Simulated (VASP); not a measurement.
A run of VASP 6.6.1 is set up as follows.

Contents of INCAR:

```
ALGO = Normal ; EDIFF = 1E-7
ENCUT = 520 ; GGA = PS
ISIF = 2 ; ISMEAR = -1
LASPH = True ; LCHARG = False
LREAL = False ; LWAVE = False
NBANDS = 14 ; NELM = 80
PREC = Accurate ; SIGMA = 0.05
```

KPOINTS

```
k-points
0
Gamma
  18 18 10
```

File POSCAR:

```
Re
1.0
    2.5854314113      0.0000000000      0.0000000000
   -1.2927157057      2.2390492819      0.0000000000
    0.0000000000      0.0000000000      4.1340662724
Re
2
Direct
    0.3333333333      0.6666666667      0.2500000000
    0.6666666667      0.3333333333      0.7500000000
```

Potentials or basis: VASP PAW PBE potentials, release 64 (Re).

Run with:

```bash
$ cat potpaw_PBE.64/Re/POTCAR > POTCAR
$ mpirun -np 1 vasp_std > vasp.out
```

Q: Predict the band gap on the k mesh.

A: Zero (bands 7 and 8 overlap by 4.84 eV).

Q: What does it give for the pressure?

A: 120.6 GPa.

Stress tensor (GPa, compression positive):
```
117.73   0.00   0.00
  0.00 117.73   0.00
  0.00   0.00 126.36
```

Caveat: the stress differs along the axes, from 118 to 126 GPa; the PAW data sets were made with another functional, which shifts forces and pressure a little; spin-orbit coupling is left out, which moves the levels of the heavy elements.
